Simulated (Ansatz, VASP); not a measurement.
# One calculation of SiC, two programs

Contents of INCAR:

```
PREC = Accurate
ENCUT = 600
EDIFF = 1E-6
ISMEAR = 0
SIGMA = 0.02
LREAL = F
LASPH = T
NELM = 120
ALGO = Normal
ISIF = 2
LWAVE = F
LCHARG = T
GGA = PS
LELF = T
LVHAR = T
NBANDS = 11
GGA_COMPAT = F
```

Contents of KPOINTS:

```
Automatic mesh
0
Gamma
  6 6 6
```

POSCAR

```
SiC
1.0
    0.0000000000      2.1784489659      2.1784489659
    2.1784489659      0.0000000000      2.1784489659
    2.1784489659      2.1784489659      0.0000000000
Si C
1 1
Direct
    0.7500000000      0.7500000000      0.7500000000
    0.0000000000      0.0000000000      0.0000000000
```

Input for Ansatz:

```yaml
crystal:
  lattice:
    - [0.0, 2.1784489659, 2.1784489659]
    - [2.1784489659, 0.0, 2.1784489659]
    - [2.1784489659, 2.1784489659, 0.0]
  atoms:
    - { symbol: Si, position: [0.75, 0.75, 0.75] }
    - { symbol: C, position: [0.0, 0.0, 0.0] }
basis:
  ecutwfc: 420
kpoints:
  mp_grid: { grid: [6, 6, 6] }
hamiltonian:
  xc: pbesol
  pseudopotentials: { kind: paw, azcp: { folder: soft_1 } }
scf:
  occupations: { method: gaussian, width: 0.02 }
output:
  forces: true
  stress: true
  eigenvalues: true
```

Alike in both runs: task single point; functional PBEsol; k mesh 6 × 6 × 6; occupations gaussian, width 0.02 eV; no spin polarisation.

|  | VASP | Ansatz |
| --- | --- | --- |
| version | VASP 6.6.1 | Ansatz 0.2.0 |
| potentials or method | VASP PAW PBE potentials, release 64 (Si, C), cutoff 600 eV | scalar-relativistic, plane waves, PAW |
| valence electrons in the cell | 8 | 8 |

```tsv
	VASP	Ansatz	Ansatz less VASP
gap on the k mesh at the Fermi level (eV)	1.23	1.24	+0.010
least direct gap on the mesh (eV)	4.44	4.45	+0.014
pressure (GPa)	0.3	0.0	-0.21
```

VASP's potentials were made for PBE, not for PBEsol, and Ansatz warns of the same on its side.
